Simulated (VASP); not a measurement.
Input of a VASP 6.6.1 run:

The input INCAR:

```
SYSTEM = CdTe
PREC     = Accurate       ! precision mode
ENCUT    = 520            ! plane-wave cutoff, eV
EDIFF    = 1E-6           ! SCF threshold, eV
ISMEAR   = 0              ! smearing method
SIGMA    = 0.05           ! smearing width, eV
LREAL    = .False.        ! projectors in reciprocal space
LASPH    = .True.         ! aspherical terms in the spheres
NELM     = 80             ! most SCF steps
ALGO     = Normal         ! electronic algorithm
ISIF     = 2              ! what is computed and relaxed
LWAVE    = .False.        ! write WAVECAR
LCHARG   = .False.        ! write CHGCAR
GGA      = RE             ! functional
NBANDS   = 16             ! bands
```

KPOINTS

```
regular mesh
0
Gamma
  6 6 6
  0 0 0
```

Contents of POSCAR:

```
CdTe
1.0
    0.0000000000      3.1161000357      3.1161000357
    3.1161000357      0.0000000000      3.1161000357
    3.1161000357      3.1161000357      0.0000000000
Cd Te
1 1
Direct
    0.5000000000      0.5000000000      0.5000000000
    0.0000000000      0.0000000000      0.0000000000
```

Potentials or basis: VASP PAW PBE potentials, release 64 (Cd, Te).

Command:

```console
$ cat potpaw_PBE.64/Cd/POTCAR potpaw_PBE.64/Te/POTCAR > POTCAR
$ mpirun -np 1 vasp_std > vasp.out
```

Question: Estimate the band gap on the k mesh.

Answer: Zero (band 9 reaches 3.49 eV, above the bottom of band 10 at 2.23 eV).

Question: Estimate the pressure.

Answer: -0.6 GPa.

Caveat: the PAW data sets were made with another functional, which shifts forces and pressure a little; spin-orbit coupling is left out, which moves the levels of the heavy elements.
